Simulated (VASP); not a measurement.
# ZrB (Cmmm) in VASP: notebook, part 2 of 2

VASP 6.6.1.

## (4) Relaxation of cell and atoms, PBEsol+D4

The input, INCAR:

```
SYSTEM = ZrB
PREC     = Accurate       ! precision mode
ENCUT    = 600            ! plane-wave cutoff, eV
EDIFF    = 1E-7           ! SCF threshold, eV
ISMEAR   = -1             ! smearing method
SIGMA    = 0.05           ! smearing width, eV
LREAL    = .FALSE.        ! projectors in reciprocal space
LASPH    = .TRUE.         ! aspherical terms in the spheres
NELM     = 60             ! most SCF steps
ALGO     = Normal         ! electronic algorithm
ISIF     = 3              ! what is computed and relaxed
LWAVE    = .FALSE.        ! write WAVECAR
LCHARG   = .FALSE.        ! write CHGCAR
GGA      = PS             ! functional
IVDW     = 13             ! dispersion correction
IBRION   = 2              ! ionic algorithm
NSW      = 60             ! ionic steps
EDIFFG   = -0.01          ! ionic threshold
```

The input, KPOINTS:

```
Automatic mesh
0
G
  10 10 7
  0 0 0
```

The input, POSCAR:

```
ZrB
1.0
    1.9614334600     -1.9857162700      0.0000000000
    1.9614334600      1.9857162700      0.0000000000
    0.0000000000      0.0000000000      4.0139456300
Zr B
1 1
Direct
    0.0000000000      0.0000000000      0.5000000000
    0.5000000000      0.5000000000      0.5000000000
```

Potentials or basis: VASP PAW PBE potentials, release 64 (Zr_sv, B).

Run with:

```sh
$ cat potpaw_PBE.64/Zr_sv/POTCAR potpaw_PBE.64/B/POTCAR > POTCAR
$ mpirun -np 1 vasp_std > vasp.out
```

OUTCAR:

```text
SYSTEM = ZrB
   PREC = Accurate
   ENCUT = 600
   EDIFF = 1E-7
   ISMEAR = -1
   LREAL = .FALSE.
   LASPH = .TRUE.
   NELM = 60
   ISIF = 3
   GGA = PS
   IVDW = 13
   IBRION = 2
   NSW = 60
   EDIFFG = -0.01

 ion  position               nearest neighbor table
   1  0.000  0.000  0.500-   2 1.96   2 1.96   2 1.99   2 1.99
   2  0.500  0.500  0.500-   1 1.96   1 1.96   1 1.99   1 1.99

  LATTYP: Found a base centered orthorhombic cell.
 ALAT       =     3.9228669200
 B/A-ratio  =     1.0123801345
 C/A-ratio  =     1.0232173846

  Lattice vectors:

 A1 = (   1.9614334600,  -1.9857162700,   0.0000000000)
 A2 = (   1.9614334600,   1.9857162700,   0.0000000000)
 A3 = (   0.0000000000,   0.0000000000,   4.0139456300)

Analysis of symmetry for initial positions (statically):
=====================================================================
 Subroutine PRICEL returns:
 Original cell was already a primitive cell.

 Routine SETGRP: Setting up the symmetry group for a
 base centered orthorhombic supercell.

 Subroutine GETGRP returns: Found  8 space group operations
 (whereof  8 operations were pure point group operations)
 out of a pool of  8 trial point group operations.

The static configuration has the point symmetry D_2h.

Analysis of symmetry for dynamics (positions and initial velocities):
=====================================================================
 Subroutine PRICEL returns:
 Original cell was already a primitive cell.

 Routine SETGRP: Setting up the symmetry group for a
 base centered orthorhombic supercell.

 Subroutine GETGRP returns: Found  8 space group operations
 (whereof  8 operations were pure point group operations)
 out of a pool of  8 trial point group operations.

The dynamic configuration has the point symmetry D_2h.

 Subroutine INISYM returns: Found  8 space group operations
 (whereof  8 operations are pure point group operations),
 and found     1 'primitive' translations

----------------------------------------------------------------------------------------

                                     Primitive cell

  volume of cell :      31.2674

[... 98 lines left out ...]
   PSTRESS=    0.0 pullay stress
   NELECT =      15.0000    total number of electrons
   NUPDOWN=      -1.0000    fix difference up-down
   EMIN   =  10.00;   EMAX   =-10.00  energy-range for DOS
   EFERMI =   0.00;   METHOD = LEGACY
   ISMEAR =    -1;   SIGMA  =   0.05  broadening in eV -4-tet -1-fermi 0-gaus
   EFERMI_NEDOS =   21; number of points for ismear=-14 and -15
   IALGO  =     38    algorithm
   IMIX   =      4    mixing-type and parameters
     AMIX     =   0.40;   BMIX     =  1.00
     AMIX_MAG =   1.60;   BMIX_MAG =  1.00
  volume/ion in A,a.u.               =      15.63       105.50
  Fermi-wavevector in a.u.,A,eV,Ry     =   1.281567  2.421810 22.346383  1.642413
  Thomas-Fermi vector in A             =   2.413929
   LORBIT       =      0    0 simple, 1 ext, 2 COOP (PROOUT), +10 PAW based schemes
   GGA     = PS    functional components
   LHFCALC =     F    Hartree Fock is set to
   AEXX    =    0.0000 exact exchange contribution
   IVDW    =    13    specifies the selected vdW correction
   LEPSILON=     F    determine dielectric tensor
   LRPA    =     F    only Hartree local field effects (RPA)
 conjugate gradient relaxation of ions
 non-spin polarized calculation
  energy-cutoff  :      600.00
  volume of cell :       31.27
 maximum number of plane-waves:      1054
 NGX is ok and might be reduce to    24
   NGX = 11   NGY = 11   NGZ = 17

--------------------------------------- Ionic step        1  -------------------------------------------

 number of electron      15.0000000 magnetization

 Free energy of the ion-electron system (eV)
  ---------------------------------------------------
  ext. energy  EPLUGINS =         0.00000000
  ---------------------------------------------------
  free energy    TOTEN  =       -10.86805690 eV

  energy without entropy =      -10.85883265  energy(sigma->0) =      -10.86344477

------------------------ aborting loop because EDIFF is reached ----------------------------------------

  DFT-D4 for vdW energy calculation

  Edisp (eV):   -0.30261
[... 786 lines left out ...]
  band No.  band energies     occupation
      1     -43.8022      2.00000
      2     -22.1936      2.00000
      3     -21.9524      2.00000
      4     -21.8285      2.00000
      5      -1.1202      2.00000
      6       2.7854      2.00000
      7       4.1486      1.90831
      8       4.8327      0.00005
      9       4.8431      0.00004
     10       6.4251      0.00000
     11       9.3789      0.00000

 [... further k-points ...]

[... ionic steps 4 to 19 ...]

--------------------------------------- Ionic step       20  -------------------------------------------

 number of electron      15.0000001 magnetization

------------------------ aborting loop because EDIFF is reached ----------------------------------------
[... 75 lines left out ...]
--------------------------------------- Ionic step       22  -------------------------------------------

 number of electron      15.0000001 magnetization

 Free energy of the ion-electron system (eV)
  ---------------------------------------------------
  ext. energy  EPLUGINS =         0.00000000
  ---------------------------------------------------
  free energy    TOTEN  =       -14.64931991 eV

  energy without entropy =      -14.63429832  energy(sigma->0) =      -14.64180911

 E-fermi :   6.6485     XC(G=0): -11.0435

 val. band max:        6.6382706224   @ k =  -0.3000   0.3000   0.1429
 cond. band min:       6.6489638203   @ k =  -0.2000   0.1000   0.2857
 fundamental gap:      0.0106931980
 Fermi energy:         6.6485071761
[... 369 lines left out ...]
  FREE ENERGIE OF THE ION-ELECTRON SYSTEM (eV)
  ---------------------------------------------------
  free  energy   TOTEN  =       -14.9240024832 eV

  energy  without entropy=      -14.9089808948  energy(sigma->0) =      -14.91649169

 reached required accuracy - stopping structural energy minimisation
```

Run time: 13 min. Hardware: 1 thread of Intel Xeon 8259CL, shared host; peak memory 0.21 GiB.

What came out:

```yaml
Free_energy: -14.9240 eV
Relaxed_volume: 16.35 Å³/atom
Relaxed_cell: a = 3.366 Å, b = 3.366 Å, c = 2.886 Å, α = 90.00°, β = 90.00°, γ = 90.00°
Space_group_after_relaxing_to_0.1_Å: P4/mmm (No. 123)
Energy_gained_by_relaxing: 1876.7 meV/atom
Ionic_steps: 22
Pressure_after_relaxing: 0.0 GPa
Band_gap_on_the_k_mesh: zero (an odd number of electrons rules out a gap without spin polarisation)
Dispersion_energy_per_atom: -0.137 eV
```

Step by step:
| step | energy change (eV) | largest force (eV/Å) | pressure (GPa) | volume (Å³) |
| --- | --- | --- | --- | --- |
| 1 | 0.0000 | 0.0000 | 70.93 | 31.27 |
| 2 | 0.1107 | 0.0000 | -19.47 | 70.15 |
| 3 | -3.0508 | 0.0000 | -6.92 | 45.68 |
| 4 | -3.0954 | 0.0000 | -3.81 | 44.29 |
| 5 | -3.1033 | 0.0000 | -1.65 | 43.43 |
| 6 | -3.1026 | 0.0000 | -2.34 | 43.70 |
| 7 | -3.1477 | 0.0000 | -2.15 | 42.47 |
| 8 | -3.3419 | 0.0000 | -1.52 | 38.76 |
| 9 | -3.7147 | 0.0000 | 5.16 | 31.24 |
| 10 | -3.6983 | 0.0000 | 1.65 | 33.30 |
| 11 | -3.7254 | 0.0000 | 3.46 | 32.10 |
| 12 | -3.7391 | 0.0000 | 2.20 | 31.86 |
| 13 | -3.7395 | 0.0000 | 2.35 | 31.89 |
| 14 | -3.7482 | 0.0000 | 1.29 | 32.24 |
| 15 | -3.7531 | 0.0000 | -0.45 | 32.85 |
| 16 | -3.7532 | 0.0000 | -0.23 | 32.77 |
| 17 | -3.7533 | 0.0000 | -0.08 | 32.73 |
| 18 | -3.7533 | 0.0000 | 0.04 | 32.70 |
| 19 | -3.7533 | 0.0000 | 0.03 | 32.70 |
| 20 | -3.7533 | 0.0000 | 0.02 | 32.70 |
| 21 | -3.7533 | 0.0000 | 0.01 | 32.70 |
| 22 | -3.7533 | 0.0000 | -0.01 | 32.70 |

Final structure:
```xyz
2
Lattice="2.3802 -2.3802 0.0000 2.3802 2.3802 0.0000 0.0000 0.0000 2.8862" Properties=species:S:1:pos:R:3 pbc="T T T"
Zr    2.3802    2.3802    1.4431
B     2.3802    0.0000    1.4431
```

Levels at points of the mesh, in eV from the Fermi level:
```
           k point  band 4  band 5  band 6  band 7  band 8  band 9  band 10  band 11
(0.00, 0.00, 0.00)  -25.42   -8.11   -1.35   -0.77    2.19    2.19     3.43     4.91
(0.50, 0.00, 0.00)  -25.40   -5.38   -3.98   -1.56   -0.93    2.50     5.11     5.52
(0.50, 0.50, 0.00)  -25.37   -6.66   -0.62   -0.56   -0.56    4.16     4.16     5.65
```

Caveat: a cell axis changed by over 15 % at a fixed basis, so the end point is rough; the PAW data sets were made with another functional, which shifts forces and pressure a little.

## (5) Single point, PBE

The input, INCAR:

```
PREC = Accurate
ENCUT = 520
EDIFF = 1E-7
ISMEAR = 0
SIGMA = 0.028999999999999998
LREAL = F
LASPH = T
NELM = 80
ALGO = Normal
ISIF = 2
LWAVE = F
LCHARG = T
GGA = PE
LELF = T
LVHAR = T
NBANDS = 14
```

The input, KPOINTS:

```
regular mesh
0
Gamma
  10 10 7
```

POSCAR is that of step 4.

Run with:

```sh
$ cat potpaw_PBE.64/Zr_sv/POTCAR potpaw_PBE.64/B/POTCAR > POTCAR
$ mpirun -np 1 vasp_std > vasp.out
```

Run time: 54 s. Hardware: 1 thread of Intel Xeon 8259CL, shared host; peak memory 0.19 GiB.

Results (log left out):

```yaml
Free_energy: -9.8462 eV
Pressure: 76.5 GPa
Band_gap_on_the_k_mesh: zero (an odd number of electrons rules out a gap without spin polarisation)
```

Stress tensor (GPa, compression positive):
```
115.45   0.00   0.00
  0.00 113.21   0.00
  0.00   0.00   0.72
```

Levels at points of the mesh, in eV from the Fermi level:
```tsv
k point	band 5	band 6	band 7	band 8	band 9	band 10
(0.00, 0.00, 0.00)	-8.22	-2.27	-2.04	0.19	4.38	4.68
(0.50, 0.00, 0.00)	-4.81	-3.14	-2.90	-2.54	0.43	5.60
(0.50, 0.50, 0.00)	-8.04	0.53	0.59	1.88	2.58	2.75
```

Caveat: the cell stands under pressure.

## (6) Summary

```tsv
task	level	cell	cutoff (eV)	smearing	gap on the mesh (eV)	pressure (GPa)	relaxed volume (Å³/atom)
relaxation of cell and atoms	PBE+D4	relaxed	600	fermi-dirac 0.05 eV	none	0.0	16.79
relaxation of cell and atoms	PBEsol+D3(BJ)	relaxed	600	fermi-dirac 0.05 eV	none	0.0	16.00
relaxation of cell and atoms	PBEsol+D4	relaxed	600	fermi-dirac 0.05 eV	none	0.0	16.35
single point	PBE	as given	520	gaussian 0.029 eV	none	76.5	-
```

Alike in all rows: potentials or basis VASP PAW PBE potentials, release 64 (Zr_sv, B); no spin polarisation; k mesh 10 × 10 × 7.

Caveats: a cell axis changed by over 15 % at a fixed basis, so the end point is rough (at least some runs); the PAW data sets were made with another functional, which shifts forces and pressure a little (at least some runs); the cell stands under pressure (at least some runs).

Absolute energies hang on the potentials; compare differences alone.
